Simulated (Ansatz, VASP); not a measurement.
## One calculation of C, two programs

```
CELL_PARAMETERS angstrom
0.00000 2.12700 3.34800
1.22800 0.00000 3.34800
1.22800 2.12700 0.00000
ATOMIC_POSITIONS crystal
C 0.16667 0.83333 0.16667
C 0.83333 0.16667 0.83333
```

Alike in both runs: task single point; functional PBE; dispersion D3(BJ); k mesh 14 × 14 × 14; occupations gaussian, width 0.05 eV; no spin polarisation.

|  | VASP | Ansatz |
| --- | --- | --- |
| version | VASP 6.6.1 | Ansatz 0.2.0 |
| potentials or method | VASP PAW PBE potentials, release 64 (C), cutoff 520 eV | scalar-relativistic, plane waves, PAW |
| valence electrons in the cell | 8 | 8 |

VASP gave:

```
gap on the k mesh at the Fermi level (eV)                     : 0.36
least direct gap on the mesh (eV)                             : 0.44
pressure (GPa)                                                : 3.8
traceless stress, the component that is largest in VASP (GPa) : -3.32
rms of the force components (eV/Å)                            : 0.018
```

Problem. Which values does Ansatz return?

Solution. gap on the k mesh at the Fermi level (eV): 0.36; least direct gap on the mesh (eV): 0.44; pressure (GPa): 3.4; traceless stress, the component that is largest in VASP (GPa): -2.79; rms of the force components (eV/Å): 0.018.

Atom by atom the forces differ by 0.000 eV/Å (rms over components).
